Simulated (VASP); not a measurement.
# CsSnI3 (Pm-3m) in VASP: a series of runs, part 2 of 2

VASP 6.6.1. The steps go on from the part before.

## Step 4: Single point, PBE

This run uses another cell than the first one, of 47.80 Å³/atom, 1.042 times its volume.

Input file INCAR:

```
ALGO     = Normal         # electronic algorithm
EDIFF    = 1E-7           # SCF threshold, eV
ENCUT    = 520            # plane-wave cutoff, eV
GGA      = PE             # functional
ISIF     = 2              # what is computed and relaxed
ISMEAR   = -1             # smearing method
LASPH    = T              # aspherical terms in the spheres
LCHARG   = F              # write CHGCAR
LREAL    = F              # projectors in reciprocal space
LWAVE    = F              # write WAVECAR
NBANDS   = 30             # bands
NELM     = 80             # most SCF steps
PREC     = Accurate       # precision mode
SIGMA    = 0.05           # smearing width, eV
```

Input file KPOINTS:

```
k-points
0
Gamma
  5 5 5
```

Input file POSCAR:

```
CsSnI3
1.0
    6.2057000000      0.0000000000      0.0000000000
    0.0000000000      6.2057000000      0.0000000000
    0.0000000000      0.0000000000      6.2057000000
Cs I Sn
1 3 1
Direct
    0.0000000000      0.0000000000      0.0000000000
    0.5000000000      0.5000000000      0.0000000000
    0.5000000000      0.0000000000      0.5000000000
    0.0000000000      0.5000000000      0.5000000000
    0.5000000000      0.5000000000      0.5000000000
```

Potentials or basis: VASP PAW PBE potentials, release 64 (Cs_sv, I, Sn_d).

The run is started by

```sh
> cat potpaw_PBE.64/Cs_sv/POTCAR potpaw_PBE.64/I/POTCAR potpaw_PBE.64/Sn_d/POTCAR > POTCAR
> mpirun -np 1 vasp_std > vasp.out
```

OUTCAR:

```text
EDIFF = 1E-7
   ENCUT = 520
   GGA = PE
   ISIF = 2
   ISMEAR = -1
   LASPH = T
   LREAL = F
   NELM = 80
   PREC = Accurate

 ion  position               nearest neighbor table
   1  0.000  0.000  0.000-
   2  0.500  0.500  0.000-   5 3.10   5 3.10
   3  0.500  0.000  0.500-   5 3.10   5 3.10
   4  0.000  0.500  0.500-   5 3.10   5 3.10
   5  0.500  0.500  0.500-   2 3.10   3 3.10   4 3.10   2 3.10   3 3.10   4 3.10

  LATTYP: Found a simple cubic cell.
 ALAT       =     6.2057000000

  Lattice vectors:

 A1 = (   6.2057000000,   0.0000000000,   0.0000000000)
 A2 = (   0.0000000000,   6.2057000000,   0.0000000000)
 A3 = (   0.0000000000,   0.0000000000,   6.2057000000)

Analysis of symmetry for initial positions (statically):
=====================================================================
 Subroutine PRICEL returns:
 Original cell was already a primitive cell.

 Routine SETGRP: Setting up the symmetry group for a
 simple cubic supercell.

[... 154 lines left out ...]

  energy without entropy =      -14.04956914  energy(sigma->0) =      -14.04956915

 E-fermi :   2.8533     XC(G=0):  -7.5248

 val. band max:        1.9980701921   @ k =   0.4000   0.4000   0.4000
 cond. band min:       3.7435643183   @ k =   0.4000   0.4000   0.4000
 fundamental gap:      1.7454941262
 Fermi energy:         2.8533245712

 k-point     1 :       0.0000    0.0000    0.0000
  band No.  band energies     occupation
      1     -19.4323      2.00000
      2     -19.1952      2.00000
      3     -19.1952      2.00000
      4     -19.1748      2.00000
      5     -19.1748      2.00000
      6     -19.1748      2.00000
[... 319 lines left out ...]
     29       7.0092      0.00000
     30       7.9960      0.00000

------------------------ aborting loop because EDIFF is reached ----------------------------------------

  FORCE on cell =-STRESS in cart. coord.  units (eV):
  Direction    XX          YY          ZZ          XY          YZ          ZX
  --------------------------------------------------------------------------------------
  -------------------------------------------------------------------------------------
  Total        0.7758701      0.7758701      0.7758701     -0.0000000     -0.0000000      0.0000000
  in kB        5.2014839      5.2014839      5.2014839     -0.0000000     -0.0000000      0.0000000
  external PRESSURE =       5.2014839 kB  Pullay stress =       0.0000000 kB

 VOLUME and BASIS-vectors are now :
 -----------------------------------------------------------------------------
  energy-cutoff  :      520.00
  volume of cell :      238.99
      direct lattice vectors                 reciprocal lattice vectors
     6.205700000  0.000000000  0.000000000     0.161142176  0.000000000  0.000000000
     0.000000000  6.205700000  0.000000000     0.000000000  0.161142176  0.000000000
     0.000000000  0.000000000  6.205700000     0.000000000  0.000000000  0.161142176

 POSITION                                       TOTAL-FORCE (eV/Angst)
 -----------------------------------------------------------------------------------
      0.00000      0.00000      0.00000         0.000000      0.000000      0.000000
      3.10285      3.10285      0.00000         0.000000      0.000000      0.000000
      3.10285      0.00000      3.10285         0.000000      0.000000      0.000000
      0.00000      3.10285      3.10285         0.000000      0.000000      0.000000
      3.10285      3.10285      3.10285         0.000000      0.000000      0.000000
 -----------------------------------------------------------------------------------
    total drift:                                0.000000     -0.000000     -0.000000

  FREE ENERGIE OF THE ION-ELECTRON SYSTEM (eV)
  ---------------------------------------------------
  free  energy   TOTEN  =       -14.0495691514 eV

  energy  without entropy=      -14.0495691425  energy(sigma->0) =      -14.04956915
```

OSZICAR:

```text
N       E                     dE             d eps       ncg     rms          rms(c)
DAV:   1     0.346621997845E+03    0.34662E+03   -0.18152E+04   600   0.134E+03
DAV:   2     0.312921810318E+02   -0.31533E+03   -0.30139E+03   678   0.280E+02
DAV:   3    -0.124149264890E+02   -0.43707E+02   -0.43320E+02   702   0.117E+02
DAV:   4    -0.142356981795E+02   -0.18208E+01   -0.18157E+01   760   0.271E+01
DAV:   5    -0.142975536379E+02   -0.61855E-01   -0.61849E-01   874   0.492E+00    0.436E+00
DAV:   6    -0.140645276446E+02    0.23303E+00   -0.37198E-01   800   0.313E+00    0.287E+00
DAV:   7    -0.140460094472E+02    0.18518E-01   -0.27322E-01   752   0.205E+00    0.985E-01
DAV:   8    -0.140493384413E+02   -0.33290E-02   -0.40500E-02   744   0.138E+00    0.313E-01
DAV:   9    -0.140492764628E+02    0.61978E-04   -0.28479E-03   742   0.400E-01    0.127E-01
DAV:  10    -0.140495273271E+02   -0.25086E-03   -0.61804E-04   730   0.121E-01    0.444E-02
DAV:  11    -0.140495709921E+02   -0.43665E-04   -0.28338E-04   738   0.109E-01    0.376E-02
DAV:  12    -0.140495717187E+02   -0.72659E-06   -0.29240E-05   752   0.264E-02    0.268E-02
DAV:  13    -0.140495699484E+02    0.17703E-05   -0.19835E-06   758   0.966E-03    0.114E-02
DAV:  14    -0.140495688360E+02    0.11124E-05   -0.38587E-06   778   0.137E-02    0.258E-03
DAV:  15    -0.140495689640E+02   -0.12806E-06   -0.32035E-07   692   0.261E-03    0.201E-03
DAV:  16    -0.140495692072E+02   -0.24316E-06   -0.25054E-08   414   0.125E-03    0.130E-03
DAV:  17    -0.140495691514E+02    0.55788E-07   -0.99467E-09   426   0.106E-03
   1 F= -.14049569E+02 E0= -.14049569E+02  d E =-.893457E-08
```

stdout:

```text
POSCAR found type information on POSCAR CsI Sn
 POSCAR found :  3 types and       5 ions
 scaLAPACK will be used
 LDA part: xc-table for (Slater+PW92), standard interpolation
 POSCAR, INCAR and KPOINTS ok, starting setup
 FFT: planning ... GRIDC
 FFT: planning ... GRID_SOFT
 FFT: planning ... GRID
 WAVECAR not read
 entering main loop
```

Wall time 82 s (1 thread of Intel Xeon Platinum 8259CL at 2.50GHz (Skylake/Cascade Lake), shared host); peak memory 0.35 GiB.

What came out:

| Property | Result |
| --- | --- |
| Free energy | -14.0496 eV |
| Pressure | 0.5 GPa |
| Band gap on the k mesh | 1.75 eV, direct |

Caveat: spin-orbit coupling is left out, which moves the levels of the heavy elements.

## Step 5: Single point, PBE (volume scaled by 1.02)

Input file INCAR:

```
SYSTEM = CsSnI3
PREC = Accurate
ENCUT = 520
EDIFF = 1E-7
ISMEAR = -1
SIGMA = 0.05
LREAL = .False.
LASPH = .True.
NELM = 100
ALGO = Normal
ISIF = 2
LWAVE = .False.
LCHARG = .False.
GGA = PE
NBANDS = 30
```

Input file KPOINTS:

```
Automatic mesh
0
Gamma
  5 5 5
  0 0 0
```

POSCAR: that of step 4 with these lines changed.

```diff
@@ -2,5 +2,5 @@
 1.0
-    6.2057000000      0.0000000000      0.0000000000
-    0.0000000000      6.2057000000      0.0000000000
-    0.0000000000      0.0000000000      6.2057000000
+    6.2467985487      0.0000000000      0.0000000000
+    0.0000000000      6.2467985487      0.0000000000
+    0.0000000000      0.0000000000      6.2467985487
 Cs I Sn
```

The run is started by

```sh
> cat potpaw_PBE.64/Cs_sv/POTCAR potpaw_PBE.64/I/POTCAR potpaw_PBE.64/Sn_d/POTCAR > POTCAR
> mpirun -np 1 vasp_std > vasp.out
```

Run time: 70 s. Hardware: 1 thread of Intel Xeon Platinum 8259CL at 2.50GHz (Skylake/Cascade Lake), shared host; peak memory 0.35 GiB.

It converged, with:

| Item | Value |
| --- | --- |
| Free energy | -14.0604 eV |
| Pressure | 0.2 GPa |
| Band gap on the k mesh | 1.77 eV, direct |

Levels at points of the mesh, in eV from the valence-band top:
```
           k point  band 18  band 19  band 20  band 21  band 22  band 23  band 24  band 25  band 26  band 27
(0.00, 0.00, 0.00)    -1.38    -1.38    -1.23    -1.23    -1.23     3.11     4.07     4.07     4.41     4.41
```

Caveat: the cell differs from its parent crystal (volume scaled by 1.02); spin-orbit coupling is left out, which moves the levels of the heavy elements. A k mesh can miss the band edges.

## Step 6: The runs side by side

| cell | gap on the mesh (eV) | pressure (GPa) |
| --- | --- | --- |
| a = 6.122 Å, 5 atoms | 1.70 | 1.3 |
| a = 6.164 Å, 5 atoms | 1.73 | 0.9 |
| a = 6.206 Å, 5 atoms | 1.75 | 0.5 |
| a = 6.247 Å, 5 atoms | 1.77 | 0.2 |

Alike in all rows: task single point; level PBE; potentials or basis VASP PAW PBE potentials, release 64 (Cs_sv, I, Sn_d); no spin polarisation; k mesh 5 × 5 × 5; cutoff (eV) 520; smearing fermi-dirac 0.05 eV.

Caveats: spin-orbit coupling is left out, which moves the levels of the heavy elements.

Total energies depend on the potentials used, so only differences within one code and one set of settings carry meaning.
